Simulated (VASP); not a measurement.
# Ba (Fm-3m) in VASP: single point with PBE

Aim: the single point of Ba with PBE.

Everything below comes from runs of VASP 6.6.1. Logs are shortened: lines on timing, memory, paths and dates and some standing lists are left out, and cuts for length are marked.

## 1. The cell of the first run

Symmetry: Fm-3m, No. 225, cubic system. Conventional cell: a = 6.358 Å, b = 6.358 Å, c = 6.358 Å, α = 90.00°, β = 90.00°, γ = 90.00°. Ba (site symmetry m-3m) has 12 Ba at 4.50 Å within 5.9 Å.

This isn't the form of Ba at room conditions, which is bcc.

## 2. Single point, PBE (64.27 Å³/atom)

Contents of INCAR:

```
PREC = Accurate ; ENCUT = 500
EDIFF = 1E-6 ; ISMEAR = -1
SIGMA = 0.1 ; LREAL = F
LASPH = T ; NELM = 120
ALGO = Normal ; ISIF = 2
LWAVE = F ; LCHARG = T
GGA = PE ; LELF = T
LVHAR = T ; NBANDS = 11
GGA_COMPAT = F
```

Contents of KPOINTS:

```
regular mesh
0
Gamma
  10 10 10
```

Contents of POSCAR:

```
Ba
1.0
    0.0000000000      3.1792313924      3.1792313924
    3.1792313924      0.0000000000      3.1792313924
    3.1792313924      3.1792313924      0.0000000000
Ba
1
Direct
    0.0000000000      0.0000000000      0.0000000000
```

Potentials or basis: VASP PAW PBE potentials, release 64 (Ba_sv).

On the command line:

```console
$ cat potpaw_PBE.64/Ba_sv/POTCAR > POTCAR
$ mpirun -np 1 vasp_std > vasp.out
```

OUTCAR:

```text
PREC = Accurate
   ENCUT = 500
   EDIFF = 1E-6
   ISMEAR = -1
   LREAL = F
   LASPH = T
   NELM = 120
   ISIF = 2
   GGA = PE

 ion  position               nearest neighbor table
   1  0.000  0.000  0.000-

  LATTYP: Found a face centered cubic cell.
 ALAT       =     6.3584627848

  Lattice vectors:

 A1 = (   0.0000000000,   3.1792313924,   3.1792313924)
 A2 = (   3.1792313924,   0.0000000000,   3.1792313924)
 A3 = (   3.1792313924,   3.1792313924,   0.0000000000)

Analysis of symmetry for initial positions (statically):
=====================================================================
 Subroutine PRICEL returns:
 Original cell was already a primitive cell.

 Routine SETGRP: Setting up the symmetry group for a
 face centered cubic supercell.

 Subroutine GETGRP returns: Found 48 space group operations
 (whereof 48 operations were pure point group operations)
 out of a pool of 48 trial point group operations.

The static configuration has the point symmetry O_h .

Analysis of symmetry for dynamics (positions and initial velocities):
=====================================================================
 Subroutine PRICEL returns:
 Original cell was already a primitive cell.

 Routine SETGRP: Setting up the symmetry group for a
 face centered cubic supercell.

 Subroutine GETGRP returns: Found 48 space group operations
 (whereof 48 operations were pure point group operations)
 out of a pool of 48 trial point group operations.

The dynamic configuration has the point symmetry O_h .

 Subroutine INISYM returns: Found 48 space group operations
 (whereof 48 operations are pure point group operations),
 and found     1 'primitive' translations

----------------------------------------------------------------------------------------

                                     Primitive cell

  volume of cell :      64.2682

  direct lattice vectors                    reciprocal lattice vectors
     0.000000000  3.179231392  3.179231392    -0.157270717  0.157270717  0.157270717
     3.179231392  0.000000000  3.179231392     0.157270717 -0.157270717  0.157270717
     3.179231392  3.179231392  0.000000000     0.157270717  0.157270717 -0.157270717

  length of vectors
     4.496112153  4.496112153  4.496112153     0.272400872  0.272400872  0.272400872

  position of ions in fractional coordinates (direct lattice)
     0.000000000  0.000000000  0.000000000

  ion indices of the primitive-cell ions
   primitive index   ion index
                 1           1

----------------------------------------------------------------------------------------

 KPOINTS: regular mesh

Automatic generation of k-mesh.
 Grid dimensions read from file:
 generate k-points for:   10   10   10

 Generating k-lattice:

  Cartesian coordinates                     Fractional coordinates (reciprocal lattice)
    -0.015727072  0.015727072  0.015727072     0.100000000  0.000000000  0.000000000
     0.015727072 -0.015727072  0.015727072     0.000000000  0.100000000  0.000000000
     0.015727072  0.015727072 -0.015727072     0.000000000  0.000000000  0.100000000

  Length of vectors
     0.027240087  0.027240087  0.027240087

  Shift w.r.t. Gamma in fractional coordinates (k-lattice)
     0.000000000  0.000000000  0.000000000

 Subroutine IBZKPT returns following result:
 ===========================================

 Found     47 irreducible k-points:

 Following reciprocal coordinates:
            Coordinates               Weight
  0.000000  0.000000  0.000000      1.000000
  0.100000  0.000000  0.000000      8.000000
  0.200000  0.000000  0.000000      8.000000
  0.300000  0.000000  0.000000      8.000000
  0.400000  0.000000  0.000000      8.000000
  0.500000  0.000000  0.000000      4.000000
[... 16 lines left out ...]
  0.300000  0.300000  0.000000      6.000000
  0.400000  0.300000  0.000000     24.000000
 [... further k-points ...]
   k-points           NKPTS =     47   k-points in BZ     NKDIM =     47   number of bands    NBANDS=     11
   number of dos      NEDOS =    301   number of ions     NIONS =      1
   total plane-waves  NPLWV =  46656
   dimension x,y,z NGX =    36 NGY =   36 NGZ =   36
   dimension x,y,z NGXF=    72 NGYF=   72 NGZF=   72
   ions per type =               1
   NGX,Y,Z   is equivalent  to a cutoff of  13.31, 13.31, 13.31 a.u.
   NGXF,Y,Z  is equivalent  to a cutoff of  26.62, 26.62, 26.62 a.u.
 SYSTEM =  unknown system
   PREC   = accura    normal or accurate (medium, high low for compatibility)
   ISTART =      0    job   : 0-new  1-cont  2-samecut
   ICHARG =      2    charge: 1-file 2-atom 10-const
   ISPIN  =      1    spin polarized calculation?
   LNONCOLLINEAR =      F non collinear calculations
   LSORBIT =      F    spin-orbit coupling
   LASPH  =      T    aspherical Exc in radial PAW
   ENCUT  =  500.0 eV  36.75 Ry    6.06 a.u.   8.20  8.20  8.20*2*pi/ulx,y,z
   NELM   =    120;   NELMIN=  2; NELMDL= -5     # of ELM steps
   EDIFF  = 0.1E-05   stopping-criterion for ELM
   LREAL  =      F    real-space projection
   EDIFFG = 0.1E-04   stopping-criterion for IOM
   NSW    =      0    number of steps for IOM
   IBRION =     -1    ionic relax: 0-MD 1-quasi-New 2-CG
   NFREE  =      0    steps in history (QN), initial steepest desc. (CG)
   ISIF   =      2    stress and relaxation
   ISYM   =      2    0-nonsym 1-usesym 2-fastsym
   POTIM  = 0.5000    time-step for ionic-motion
   TEBEG  =    0.0;   TEEND  =   0.0 temperature during run
   PSTRESS=    0.0 pullay stress
   NELECT =      10.0000    total number of electrons
   NUPDOWN=      -1.0000    fix difference up-down
   EMIN   =  10.00;   EMAX   =-10.00  energy-range for DOS
   EFERMI =   0.00;   METHOD = LEGACY
   ISMEAR =    -1;   SIGMA  =   0.10  broadening in eV -4-tet -1-fermi 0-gaus
   EFERMI_NEDOS =   21; number of points for ismear=-14 and -15
   IALGO  =     38    algorithm
   IMIX   =      4    mixing-type and parameters
     AMIX     =   0.40;   BMIX     =  1.00
     AMIX_MAG =   1.60;   BMIX_MAG =  1.00
  volume/ion in A,a.u.               =      64.27       433.70
  Fermi-wavevector in a.u.,A,eV,Ry     =   0.880527  1.663955 10.548976  0.775328
  Thomas-Fermi vector in A             =   2.000899
   LORBIT       =      0    0 simple, 1 ext, 2 COOP (PROOUT), +10 PAW based schemes
   GGA     = PE    functional components
   LHFCALC =     F    Hartree Fock is set to
   AEXX    =    0.0000 exact exchange contribution
   IVDW    =     0    specifies the selected vdW correction
   LEPSILON=     F    determine dielectric tensor
   LRPA    =     F    only Hartree local field effects (RPA)
 non-spin polarized calculation
  energy-cutoff  :      500.00
  volume of cell :       64.27
 maximum number of plane-waves:      1660
 NGX is ok and might be reduce to    36
   NGX = 17   NGY = 17   NGZ = 17

 number of electron      10.0000001 magnetization

 Free energy of the ion-electron system (eV)
  ---------------------------------------------------
  ext. energy  EPLUGINS =         0.00000000
  ---------------------------------------------------
  free energy    TOTEN  =        -1.91813720 eV

  energy without entropy =       -1.86036366  energy(sigma->0) =       -1.88925043

 E-fermi :   1.6193     XC(G=0):  -7.3436

 val. band max:        1.6079659793   @ k =  -0.4000   0.5000   0.1000
 cond. band min:       1.6274466365   @ k =  -0.3000   0.4000   0.2000
 fundamental gap:      0.0194806572
 Fermi energy:         1.6193403437

 k-point     1 :       0.0000    0.0000    0.0000
  band No.  band energies     occupation
      1     -27.3104      2.00000
      2     -12.2763      2.00000
      3     -12.2763      2.00000
      4     -12.2763      2.00000
      5      -1.1616      2.00000
      6       3.3709      0.00000
      7       3.3709      0.00000
      8       3.3709      0.00000
      9       4.9005      0.00000
     10       4.9005      0.00000
     11       7.5677      0.00000

 k-point     2 :       0.1000    0.0000    0.0000
  band No.  band energies     occupation
      1     -27.3069      2.00000
      2     -12.3201      2.00000
      3     -12.2818      2.00000
      4     -12.2818      2.00000
      5      -0.9895      2.00000
      6       3.1636      0.00000
      7       3.4517      0.00000
      8       3.4517      0.00000
      9       4.7936      0.00000
     10       4.7936      0.00000
     11       7.9739      0.00000

 k-point     3 :       0.2000    0.0000    0.0000
  band No.  band energies     occupation
      1     -27.2978      2.00000
      2     -12.4320      2.00000
      3     -12.2962      2.00000
      4     -12.2962      2.00000
      5      -0.5219      2.00000
      6       2.7640      0.00002
      7       3.5653      0.00000
      8       3.5653      0.00000
      9       4.7229      0.00000
     10       4.7229      0.00000
     11       8.0224      0.00000

 k-point     4 :       0.3000    0.0000    0.0000
  band No.  band energies     occupation
      1     -27.2864      2.00000
      2     -12.5650      2.00000
      3     -12.3138      2.00000
      4     -12.3138      2.00000
      5       0.0797      2.00000
      6       2.4867      0.00034
      7       3.4666      0.00000
      8       3.4666      0.00000
      9       5.0869      0.00000
     10       5.0869      0.00000
     11       7.4395      0.00000

 k-point     5 :       0.4000    0.0000    0.0000
  band No.  band energies     occupation
      1     -27.2772      2.00000
      2     -12.6688      2.00000
      3     -12.3280      2.00000
      4     -12.3280      2.00000
      5       0.5314      1.99996
      6       2.5050      0.00028
      7       3.2975      0.00000
      8       3.2975      0.00000
      9       5.7122      0.00000
     10       5.7122      0.00000
     11       7.1821      0.00000
[... 211 lines left out ...]
 k-point    21 :      -0.3000    0.2000    0.0000
  band No.  band energies     occupation
      1     -27.2738      2.00000
      2     -12.6073      2.00000
      3     -12.4380      2.00000
      4     -12.3337      2.00000
      5       0.9619      1.99721
      6       2.2963      0.00229
      7       2.6310      0.00008
      8       3.7890      0.00000
      9       4.8402      0.00000
     10       6.4915      0.00000
     11       7.8072      0.00000

 k-point    22 :      -0.2000    0.2000    0.0000
  band No.  band energies     occupation
      1     -27.2825      2.00000
      2     -12.5437      2.00000
      3     -12.3970      2.00000
      4     -12.3116      2.00000
      5       0.3763      1.99999
      6       2.3874      0.00092
      7       2.9810      0.00000
      8       3.9487      0.00000
      9       4.2193      0.00000
     10       5.9488      0.00000
     11       8.4953      0.00000

 k-point    23 :       0.3000    0.3000    0.0000
  band No.  band energies     occupation
      1     -27.2785      2.00000
      2     -12.5509      2.00000
      3     -12.3783      2.00000
      4     -12.3783      2.00000
      5       0.4394      1.99998
      6       1.9350      0.08166
      7       3.0607      0.00000
      8       4.5956      0.00000
      9       4.5956      0.00000
     10       5.5977      0.00000
     11       9.6932      0.00000

 k-point    24 :       0.4000    0.3000    0.0000
  band No.  band energies     occupation
      1     -27.2713      2.00000
      2     -12.6063      2.00000
      3     -12.4095      2.00000
      4     -12.3955      2.00000
      5       0.7875      1.99951
      6       1.7868      0.31572
      7       2.9119      0.00000
      8       4.7365      0.00000
      9       5.2181      0.00000
     10       5.9774      0.00000
     11       8.3600      0.00000

 [... further k-points ...]

------------------------ aborting loop because EDIFF is reached ----------------------------------------

  FORCE on cell =-STRESS in cart. coord.  units (eV):
  Direction    XX          YY          ZZ          XY          YZ          ZX
  --------------------------------------------------------------------------------------
  -------------------------------------------------------------------------------------
  Total        0.0202538      0.0202538      0.0202538     -0.0000000     -0.0000000      0.0000000
  in kB        0.5049180      0.5049180      0.5049180     -0.0000000     -0.0000000      0.0000000
  external PRESSURE =       0.5049180 kB  Pullay stress =       0.0000000 kB

 VOLUME and BASIS-vectors are now :
 -----------------------------------------------------------------------------
  energy-cutoff  :      500.00
  volume of cell :       64.27
      direct lattice vectors                 reciprocal lattice vectors
     0.000000000  3.179231392  3.179231392    -0.157270717  0.157270717  0.157270717
     3.179231392  0.000000000  3.179231392     0.157270717 -0.157270717  0.157270717
     3.179231392  3.179231392  0.000000000     0.157270717  0.157270717 -0.157270717

 POSITION                                       TOTAL-FORCE (eV/Angst)
 -----------------------------------------------------------------------------------
      0.00000      0.00000      0.00000         0.000000     -0.000000      0.000000
 -----------------------------------------------------------------------------------
    total drift:                               -0.000000      0.000000      0.000000

  FREE ENERGIE OF THE ION-ELECTRON SYSTEM (eV)
  ---------------------------------------------------
  free  energy   TOTEN  =        -1.9181371979 eV

  energy  without entropy=       -1.8603636572  energy(sigma->0) =       -1.88925043
```

Wall time 48 s (1 thread of Intel Xeon 8259CL, shared host); peak memory 0.21 GiB.

Results:

```
Free energy            : -1.9181 eV
Pressure               : 0.1 GPa
Band gap on the k mesh : zero (bands 5 and 6 overlap by 0.17 eV)
```

Caveat: spin-orbit coupling is left out, which moves the levels of the heavy elements.
